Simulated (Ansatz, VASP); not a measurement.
# One calculation of PbSe, two programs

INCAR

```
  ALGO = Normal
  EDIFF = 1E-6
  ENCUT = 520
  GGA = CA
  ISIF = 2
  ISMEAR = 0
  LASPH = True
  LCHARG = False
  LREAL = False
  LWAVE = False
  NBANDS = 17
  NELM = 100
  PREC = Accurate
  SIGMA = 0.03
```

The input KPOINTS:

```
k-points
0
Gamma
  10 10 10
```

Contents of POSCAR:

```
PbSe
1.0
    0.0000000000      3.3265566725      2.5947142045
    3.3265566725      0.0000000000      2.5947142045
    3.3265566725      3.3265566725      0.0000000000
Pb Se
1 1
Direct
    0.0000000000      0.0000000000      0.0000000000
    0.5000000000      0.5000000000      0.5000000000
```

Input for Ansatz:

```yaml
crystal:
  lattice:
    - [0.0, 3.3265566725, 2.5947142045]
    - [3.3265566725, 0.0, 2.5947142045]
    - [3.3265566725, 3.3265566725, 0.0]
  atoms:
    - { symbol: Pb, position: [0.0, 0.0, 0.0] }
    - { symbol: Se, position: [0.5, 0.5, 0.5] }
basis:
  ecutwfc: 420
kpoints:
  mp_grid: { grid: [10, 10, 10] }
hamiltonian:
  xc: lda
scf:
  occupations: { method: gaussian, width: 0.03 }
output:
  forces: true
  stress: true
  eigenvalues: true
```

Alike in both runs: task single point; functional LDA; k mesh 10 × 10 × 10; occupations gaussian, width 0.03 eV; no spin polarisation.

|  | VASP | Ansatz |
| --- | --- | --- |
| version | VASP 6.6.1 | Ansatz 0.2.0 |
| potentials or method | VASP PAW LDA potentials, release 64 (Pb_d, Se), cutoff 520 eV | scalar-relativistic, plane waves, PAW |
| valence electrons in the cell | 20 | 30 |

```csv
,VASP,Ansatz,Ansatz less VASP
gap on the k mesh at the Fermi level (eV),none,none,-
pressure (GPa),6.1,6.1,-0.05
"traceless stress, the component that is largest in VASP (GPa)",23.34,23.32,-0.024
```

LDA's correlation is that of Perdew and Zunger in VASP and of Perdew and Wang (1992) in Ansatz. A gap of «none» marks a metal or a gap that the smearing closes. VASP's potentials hold 20 valence electrons a cell and Ansatz's 30, so a difference there can come from the potentials and not from the codes.

Spin-orbit coupling is off throughout.
